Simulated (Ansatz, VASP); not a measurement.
## Two plane-wave programs on HfO2

```
Hf O
1.0
     5.21946    0.00000    0.00000
     0.00000    5.00476    0.00000
     0.00000    0.00000    5.03269
Hf O
4 8
Direct
  0.03301 0.26748 0.24144
  0.46699 0.26748 0.74144
  0.53301 0.73252 0.24144
  0.96699 0.73252 0.74144
  0.36787 0.07135 0.37927
  0.13213 0.07135 0.87927
  0.73395 0.46012 0.49229
  0.76605 0.46012 0.99229
  0.26605 0.53988 0.99229
  0.23395 0.53988 0.49229
  0.86787 0.92865 0.37927
  0.63213 0.92865 0.87927
```

Alike in both runs: task single point; functional PBE; k mesh 4 × 4 × 4; occupations gaussian, width 0.1 eV; no spin polarisation.

```csv
,VASP,Ansatz
version,VASP 6.6.1,Ansatz 0.2.0
potentials or method,"VASP PAW PBE potentials, release 64 (Hf_pv, O), cutoff 520 eV","scalar-relativistic, plane waves, PAW"
valence electrons in the cell,88,152
```

Ansatz gave:

```
gap on the k mesh at the Fermi level (eV)                     : 4.51
least direct gap on the mesh (eV)                             : 4.69
pressure (GPa)                                                : 9.9
traceless stress, the component that is largest in VASP (GPa) : 0.17
rms of the force components (eV/Å)                            : 0.056
```

Estimate VASP's values.

gap on the k mesh at the Fermi level (eV): 4.46; least direct gap on the mesh (eV): 4.64; pressure (GPa): 6.3; traceless stress, the component that is largest in VASP (GPa): 0.18; rms of the force components (eV/Å): 0.031.

Atom by atom the forces differ by 0.030 eV/Å (rms over components). VASP's potentials hold 88 valence electrons a cell and Ansatz's 152, so a difference there can come from the potentials and not from the codes.

Neither program's run includes spin-orbit coupling.
